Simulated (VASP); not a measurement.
# LiF (Cmmm) in VASP: a series of runs

LiF is run at these levels: PBE, r2SCAN; tasks: single point.

Everything below comes from runs of VASP 6.6.1. Logs are shortened: lines on timing, memory, paths and dates and some standing lists are left out, and cuts for length are marked.

## Step 1: The cell of the first run

It takes space group Cmmm (No. 65, orthorhombic). Conventional cell: a = 3.482 Å, b = 3.635 Å, c = 2.516 Å, α = 90.00°, β = 90.00°, γ = 90.00°. Within 2.8 Å of Li (site symmetry mmm) lie 8 F at 2.15 to 2.21 Å and 6 Li at 2.52 Å. Within 2.8 Å of F (site symmetry mmm) lie 8 Li at 2.15 to 2.21 Å and 6 F at 2.52 Å.

## Step 2: Single point, PBE (shear xy strain +4.3%)

Input file INCAR:

```
PREC = Accurate
ENCUT = 520
EDIFF = 1E-6
ISMEAR = -1
SIGMA = 0.02
LREAL = False
LASPH = True
NELM = 100
ALGO = Normal
ISIF = 2
LWAVE = False
LCHARG = False
GGA = PE
NBANDS = 12
```

Input file KPOINTS:

```
Automatic mesh
0
Gamma
  10 10 10
```

Input file POSCAR:

```
LiF
1.0
    2.5162584444      0.0542253695      0.0000000000
    0.0542253695      2.5162584444      0.0000000000
    0.0000000000      0.0000000000      2.5162584444
Li F
1 1
Direct
    0.0000000000      0.0000000000      0.0000000000
    0.5000000000      0.5000000000      0.5000000000
```

Potentials or basis: VASP PAW PBE potentials, release 64 (Li_sv, F).

Launch:

```console
> cat potpaw_PBE.64/Li_sv/POTCAR potpaw_PBE.64/F/POTCAR > POTCAR
> mpirun -np 1 vasp_std > vasp.out
```

OUTCAR:

```text
PREC = Accurate
   ENCUT = 520
   EDIFF = 1E-6
   ISMEAR = -1
   LREAL = False
   LASPH = True
   NELM = 100
   ISIF = 2
   GGA = PE

 ion  position               nearest neighbor table
   1  0.000  0.000  0.000-   2 2.15   2 2.15   2 2.15   2 2.15   2 2.21   2 2.21   2 2.21   2 2.21

   2  0.500  0.500  0.500-   1 2.15   1 2.15   1 2.15   1 2.15   1 2.21   1 2.21   1 2.21   1 2.21

  LATTYP: Found a base centered orthorhombic cell.
 ALAT       =     3.4818405655
 B/A-ratio  =     1.0440492616
 C/A-ratio  =     0.7226805470

  Lattice vectors:

 A1 = (  -0.0542253695,  -2.5162584444,   0.0000000000)
 A2 = (   2.5162584444,   0.0542253695,   0.0000000000)
 A3 = (   0.0000000000,   0.0000000000,   2.5162584444)

Analysis of symmetry for initial positions (statically):
=====================================================================
 Subroutine PRICEL returns:
 Original cell was already a primitive cell.

 Routine SETGRP: Setting up the symmetry group for a
 base centered orthorhombic supercell.

 Subroutine GETGRP returns: Found  8 space group operations
 (whereof  8 operations were pure point group operations)
 out of a pool of  8 trial point group operations.

The static configuration has the point symmetry D_2h.

Analysis of symmetry for dynamics (positions and initial velocities):
=====================================================================
 Subroutine PRICEL returns:
 Original cell was already a primitive cell.

 Routine SETGRP: Setting up the symmetry group for a
 base centered orthorhombic supercell.

 Subroutine GETGRP returns: Found  8 space group operations
 (whereof  8 operations were pure point group operations)
 out of a pool of  8 trial point group operations.

The dynamic configuration has the point symmetry D_2h.

 Subroutine INISYM returns: Found  8 space group operations
 (whereof  8 operations are pure point group operations),
 and found     1 'primitive' translations

----------------------------------------------------------------------------------------

                                     Primitive cell

  volume of cell :      15.9244

  direct lattice vectors                    reciprocal lattice vectors
     2.516258444  0.054225370  0.000000000     0.397600104 -0.008568282  0.000000000
     0.054225370  2.516258444  0.000000000    -0.008568282  0.397600104  0.000000000
     0.000000000  0.000000000  2.516258444     0.000000000  0.000000000  0.397415457

  length of vectors
     2.516842655  2.516842655  2.516258444     0.397692416  0.397692416  0.397415457

  position of ions in fractional coordinates (direct lattice)
     0.000000000  0.000000000  0.000000000
     0.500000000  0.500000000  0.500000000

  ion indices of the primitive-cell ions
   primitive index   ion index
                 1           1
                 2           2

----------------------------------------------------------------------------------------

 KPOINTS: Automatic mesh

Automatic generation of k-mesh.
 Grid dimensions read from file:
 generate k-points for:   10   10   10

 Generating k-lattice:

  Cartesian coordinates                     Fractional coordinates (reciprocal lattice)
     0.039760010 -0.000856828  0.000000000     0.100000000  0.000000000  0.000000000
    -0.000856828  0.039760010  0.000000000     0.000000000  0.100000000  0.000000000
     0.000000000  0.000000000  0.039741546     0.000000000  0.000000000  0.100000000

  Length of vectors
     0.039769242  0.039769242  0.039741546

  Shift w.r.t. Gamma in fractional coordinates (k-lattice)
     0.000000000  0.000000000  0.000000000

 Subroutine IBZKPT returns following result:
 ===========================================

 Found    186 irreducible k-points:

 Following reciprocal coordinates:
            Coordinates               Weight
  0.000000  0.000000  0.000000      1.000000
  0.100000 -0.000000  0.000000      4.000000
  0.200000 -0.000000  0.000000      4.000000
  0.300000 -0.000000  0.000000      4.000000
  0.400000  0.000000  0.000000      4.000000
  0.500000  0.000000  0.000000      2.000000
[... 16 lines left out ...]
  0.300000  0.300000  0.000000      2.000000
  0.400000  0.300000  0.000000      4.000000
 [... further k-points ...]
   k-points           NKPTS =    186   k-points in BZ     NKDIM =    186   number of bands    NBANDS=     12
   number of dos      NEDOS =    301   number of ions     NIONS =      2
   total plane-waves  NPLWV =   8000
   dimension x,y,z NGX =    20 NGY =   20 NGZ =   20
   dimension x,y,z NGXF=    40 NGYF=   40 NGZF=   40
   ions per type =               1   1
   NGX,Y,Z   is equivalent  to a cutoff of  13.21, 13.21, 13.21 a.u.
   NGXF,Y,Z  is equivalent  to a cutoff of  26.42, 26.42, 26.43 a.u.
 SYSTEM =  unknown system
   PREC   = accura    normal or accurate (medium, high low for compatibility)
   ISTART =      0    job   : 0-new  1-cont  2-samecut
   ICHARG =      2    charge: 1-file 2-atom 10-const
   ISPIN  =      1    spin polarized calculation?
   LNONCOLLINEAR =      F non collinear calculations
   LSORBIT =      F    spin-orbit coupling
   LASPH  =      T    aspherical Exc in radial PAW
   ENCUT  =  520.0 eV  38.22 Ry    6.18 a.u.   4.68  4.68  4.68*2*pi/ulx,y,z
   NELM   =    100;   NELMIN=  2; NELMDL= -5     # of ELM steps
   EDIFF  = 0.1E-05   stopping-criterion for ELM
   LREAL  =      F    real-space projection
   EDIFFG = 0.1E-04   stopping-criterion for IOM
   NSW    =      0    number of steps for IOM
   IBRION =     -1    ionic relax: 0-MD 1-quasi-New 2-CG
   NFREE  =      0    steps in history (QN), initial steepest desc. (CG)
   ISIF   =      2    stress and relaxation
   ISYM   =      2    0-nonsym 1-usesym 2-fastsym
   POTIM  = 0.5000    time-step for ionic-motion
   TEBEG  =    0.0;   TEEND  =   0.0 temperature during run
   PSTRESS=    0.0 pullay stress
   NELECT =      10.0000    total number of electrons
   NUPDOWN=      -1.0000    fix difference up-down
   EMIN   =  10.00;   EMAX   =-10.00  energy-range for DOS
   EFERMI =   0.00;   METHOD = LEGACY
   ISMEAR =    -1;   SIGMA  =   0.02  broadening in eV -4-tet -1-fermi 0-gaus
   EFERMI_NEDOS =   21; number of points for ismear=-14 and -15
   IALGO  =     38    algorithm
   IMIX   =      4    mixing-type and parameters
     AMIX     =   0.40;   BMIX     =  1.00
     AMIX_MAG =   1.60;   BMIX_MAG =  1.00
  volume/ion in A,a.u.               =       7.96        53.73
  Fermi-wavevector in a.u.,A,eV,Ry     =   1.401910  2.649226 26.740236  1.965352
  Thomas-Fermi vector in A             =   2.524724
   LORBIT       =      0    0 simple, 1 ext, 2 COOP (PROOUT), +10 PAW based schemes
   GGA     = PE    functional components
   LHFCALC =     F    Hartree Fock is set to
   AEXX    =    0.0000 exact exchange contribution
   IVDW    =     0    specifies the selected vdW correction
   LEPSILON=     F    determine dielectric tensor
   LRPA    =     F    only Hartree local field effects (RPA)
 non-spin polarized calculation
  energy-cutoff  :      520.00
  volume of cell :       15.92
 maximum number of plane-waves:       449
   NGX =  9   NGY =  9   NGZ =  9

 number of electron      10.0000024 magnetization

 Free energy of the ion-electron system (eV)
  ---------------------------------------------------
  ext. energy  EPLUGINS =         0.00000000
  ---------------------------------------------------
  free energy    TOTEN  =        -9.04137867 eV

  energy without entropy =       -9.04137867  energy(sigma->0) =       -9.04137867

 E-fermi :   1.0697     XC(G=0): -10.1822

 val. band max:        0.4415057422   @ k =   0.5000   0.5000   0.0000
 cond. band min:       8.3973284499   @ k =   0.0000   0.0000   0.0000
 fundamental gap:      7.9558227077
 Fermi energy:         1.0697482478

 k-point     1 :       0.0000    0.0000    0.0000
  band No.  band energies     occupation
      1     -42.3477      2.00000
      2     -20.5675      2.00000
      3      -0.3669      2.00000
      4      -0.2785      2.00000
      5      -0.1826      2.00000
      6       8.3973      0.00000
      7      19.6010      0.00000
      8      19.6301      0.00000
      9      21.7868      0.00000
     10      21.9603      0.00000
     11      22.1445      0.00000
     12      39.0759      0.00000

 k-point     2 :       0.1000   -0.0000    0.0000
  band No.  band energies     occupation
      1     -42.3422      2.00000
      2     -20.5222      2.00000
      3      -0.6663      2.00000
      4      -0.2396      2.00000
      5      -0.2190      2.00000
      6       8.6382      0.00000
      7      18.2396      0.00000
      8      19.8398      0.00000
      9      21.9070      0.00000
     10      21.9220      0.00000
     11      23.9558      0.00000
     12      37.4130      0.00000

 k-point     3 :       0.2000   -0.0000    0.0000
  band No.  band energies     occupation
      1     -42.3281      2.00000
      2     -20.4015      2.00000
      3      -1.5358      2.00000
      4      -0.1362      2.00000
      5      -0.1312      2.00000
      6       9.1434      0.00000
      7      16.6864      0.00000
      8      20.5187      0.00000
      9      21.7488      0.00000
     10      21.7987      0.00000
     11      27.3215      0.00000
     12      34.4491      0.00000
[... 286 lines left out ...]
 k-point    23 :       0.3000    0.3000    0.0000
  band No.  band energies     occupation
      1     -42.2784      2.00000
      2     -19.8913      2.00000
      3      -2.2642      2.00000
      4      -2.1366      2.00000
      5       0.2092      2.00000
      6      11.5385      0.00000
      7      15.6567      0.00000
      8      16.1233      0.00000
      9      22.5514      0.00000
     10      24.0233      0.00000
     11      30.9142      0.00000
     12      32.0208      0.00000

 k-point    24 :       0.4000    0.3000    0.0000
  band No.  band energies     occupation
      1     -42.2657      2.00000
      2     -19.7461      2.00000
      3      -2.9201      2.00000
      4      -2.0927      2.00000
      5       0.2991      2.00000
      6      12.2154      0.00000
      7      14.8975      0.00000
      8      16.0105      0.00000
      9      22.9469      0.00000
     10      23.0194      0.00000
     11      31.3886      0.00000
     12      32.1386      0.00000

 [... further k-points ...]
[... 5 lines left out ...]
  --------------------------------------------------------------------------------------
  -------------------------------------------------------------------------------------
  Total        0.3545158      0.3545158      0.3488276      0.1244822      0.0000000      0.0000000
  in kB       35.6682842     35.6682842     35.0959820     12.5243097      0.0000000      0.0000000
  external PRESSURE =      35.4775168 kB  Pullay stress =       0.0000000 kB

 VOLUME and BASIS-vectors are now :
 -----------------------------------------------------------------------------
  energy-cutoff  :      520.00
  volume of cell :       15.92
      direct lattice vectors                 reciprocal lattice vectors
     2.516258444  0.054225370  0.000000000     0.397600104 -0.008568282  0.000000000
     0.054225370  2.516258444  0.000000000    -0.008568282  0.397600104  0.000000000
     0.000000000  0.000000000  2.516258444     0.000000000  0.000000000  0.397415457

 POSITION                                       TOTAL-FORCE (eV/Angst)
 -----------------------------------------------------------------------------------
      0.00000      0.00000      0.00000        -0.000000      0.000000      0.000000
      1.28524      1.28524      1.25813         0.000000     -0.000000      0.000000
 -----------------------------------------------------------------------------------
    total drift:                                0.000000      0.000000      0.000000

  FREE ENERGIE OF THE ION-ELECTRON SYSTEM (eV)
  ---------------------------------------------------
  free  energy   TOTEN  =        -9.0413786724 eV

  energy  without entropy=       -9.0413786724  energy(sigma->0) =       -9.04137867
```

Wall time 44 s (1 thread of Intel Xeon 8259CL, shared host); peak memory 0.14 GiB.

Results:

- Free energy: -9.0414 eV
- Band gap on the k mesh: 7.96 eV, indirect (least direct gap 8.58 eV)

Levels at points of the mesh, in eV from the valence-band top:
| k point | band 3 | band 4 | band 5 | band 6 | band 7 | band 8 |
| --- | --- | --- | --- | --- | --- | --- |
| (0.00, 0.00, 0.00) | -0.81 | -0.72 | -0.62 | 7.96 | 19.16 | 19.19 |
| (0.50, 0.00, 0.00) | -3.90 | -0.30 | -0.30 | 9.39 | 14.60 | 20.69 |
| (0.50, 0.50, 0.00) | -3.56 | -3.38 | 0.00 | 13.68 | 13.72 | 14.47 |
| (0.00, 0.00, 0.50) | -3.90 | -0.37 | -0.22 | 9.40 | 14.58 | 20.58 |
| (0.50, 0.00, 0.50) | -3.48 | -3.48 | 0.00 | 13.71 | 14.06 | 14.09 |
| (0.50, 0.50, 0.50) | -2.47 | -2.41 | -2.35 | 10.91 | 11.28 | 11.63 |

Caveat: the cell differs from its parent crystal (shear xy strain +4.3%); the cutoff is under 1.25 times the usual one of these potentials, so pressure, stress and relaxed cells hold a basis-set (Pulay) error.

## Step 3: Single point, r2SCAN (shear xy strain +4.3%)

POSCAR is that of step 2.

Input file INCAR.step1:

```
ALGO = Normal ; EDIFF = 1E-4
ENCUT = 520 ; GGA = PE
ISMEAR = 0 ; LASPH = True
LCHARG = False ; LREAL = False
LWAVE = True ; NBANDS = 12
NELM = 80 ; PREC = Accurate
SIGMA = 0.01
```

Input file INCAR.step2:

```
ALGO = Normal ; EDIFF = 1E-6
ENCUT = 520 ; ISIF = 2
ISMEAR = 0 ; ISTART = 1
LASPH = True ; LCHARG = False
LMIXTAU = True ; LREAL = False
LWAVE = False ; METAGGA = R2SCAN
NBANDS = 12 ; NELM = 80
PREC = Accurate ; SIGMA = 0.01
```

Input file KPOINTS:

```
k-points
0
Gamma
  10 10 10
```

Potentials or basis: VASP PAW PBE potentials, release 64 (Li_sv, F).

Launch:

```console
> cat potpaw_PBE.64/Li_sv/POTCAR potpaw_PBE.64/F/POTCAR > POTCAR
> cp INCAR.step1 INCAR
> mpirun -np 1 vasp_std > vasp.out
> cp INCAR.step2 INCAR
> mpirun -np 1 vasp_std > vasp.out
```

It took 3.5 min on 1 thread of Intel Xeon 8259CL, shared host; peak memory 0.15 GiB.

Results (log left out):

* Free energy: -11.2765 eV
* Band gap on the k mesh: 9.13 eV, indirect (least direct gap 9.77 eV)

Levels at points of the mesh, in eV from the valence-band top:
| k point | band 2 | band 3 | band 4 | band 5 | band 6 | band 7 | band 8 | band 9 |
| --- | --- | --- | --- | --- | --- | --- | --- | --- |
| (0.00, 0.00, 0.00) | -22.16 | -0.83 | -0.74 | -0.64 | 9.13 | 20.22 | 20.25 | 23.15 |
| (0.50, 0.00, 0.00) | -21.66 | -3.90 | -0.31 | -0.31 | 10.44 | 16.00 | 22.36 | 22.45 |
| (0.50, 0.50, 0.00) | -21.08 | -3.59 | -3.41 | 0.00 | 14.90 | 14.99 | 15.75 | 21.15 |
| (0.00, 0.00, 0.50) | -21.66 | -3.90 | -0.38 | -0.23 | 10.46 | 15.98 | 22.28 | 22.68 |
| (0.50, 0.00, 0.50) | -21.08 | -3.50 | -3.50 | 0.00 | 14.98 | 15.32 | 15.34 | 21.12 |
| (0.50, 0.50, 0.50) | -20.60 | -2.52 | -2.46 | -2.40 | 11.96 | 12.36 | 12.74 | 25.83 |

Caveat: the cell differs from its parent crystal (shear xy strain +4.3%); the cutoff is under 1.25 times the usual one of these potentials, so pressure, stress and relaxed cells hold a basis-set (Pulay) error; the PAW data sets were made with another functional, which shifts forces and pressure a little. A k mesh can miss the band edges.
